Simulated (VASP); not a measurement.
Set up this calculation in VASP 6.6.1, as the native input.

```
Task                   : single point
Functional             : PBEsol
Potentials or basis    : VASP PAW PBE potentials, release 64 (Ta_sv_GW, N)
Cutoff                 : 700 eV
k mesh                 : 18 × 18 × 16
Occupations            : gaussian, width 0.15 eV
Spin                   : no spin polarisation
Dipole correction      : no
Further INCAR settings : ALGO = Normal; EDIFF = 1e-06; NBANDS = 16
```

The structure of TaN lies in POSCAR:

```
TaN
1.0
    2.8509000000      0.0000000000      0.0000000000
   -1.4254500000      2.4689518237      0.0000000000
    0.0000000000      0.0000000000      2.9066000000
Ta N
1 1
Direct
    0.3333333333      0.6666666667      0.5000000000
    0.0000000000      0.0000000000      0.0000000000
```

One way to write it, as run:

INCAR

```
SYSTEM = TaN
PREC = Accurate
ENCUT = 700
EDIFF = 1E-6
ISMEAR = 0
SIGMA = 0.15
LREAL = .FALSE.
LASPH = .TRUE.
NELM = 120
ALGO = Normal
ISIF = 2
LWAVE = .FALSE.
LCHARG = .TRUE.
GGA = PS
LELF = .TRUE.
LVHAR = .TRUE.
NBANDS = 16
GGA_COMPAT = .FALSE.
```

KPOINTS

```
regular mesh
0
G
  18 18 16
  0 0 0
```

Potentials or basis: VASP PAW PBE potentials, release 64 (Ta_sv_GW, N).

The run is started by

```sh
$ cat potpaw_PBE.64/Ta_sv_GW/POTCAR potpaw_PBE.64/N/POTCAR > POTCAR
$ mpirun -np 1 vasp_std > vasp.out
```

Results of the run:

The pressure is 14.3 GPa and the band gap on the k mesh is zero (bands 9 and 10 overlap by 0.45 eV).

Caveat: the stress differs along the axes, from -2 to 22 GPa; the PAW data sets were made with another functional, which shifts forces and pressure a little; spin-orbit coupling is left out, which moves the levels of the heavy elements.

Wall time 110 s on 1 thread of Intel(R) Xeon(R) Platinum 8488C (Sapphire Rapids), with other jobs on the host, peak memory 0.32 GiB.
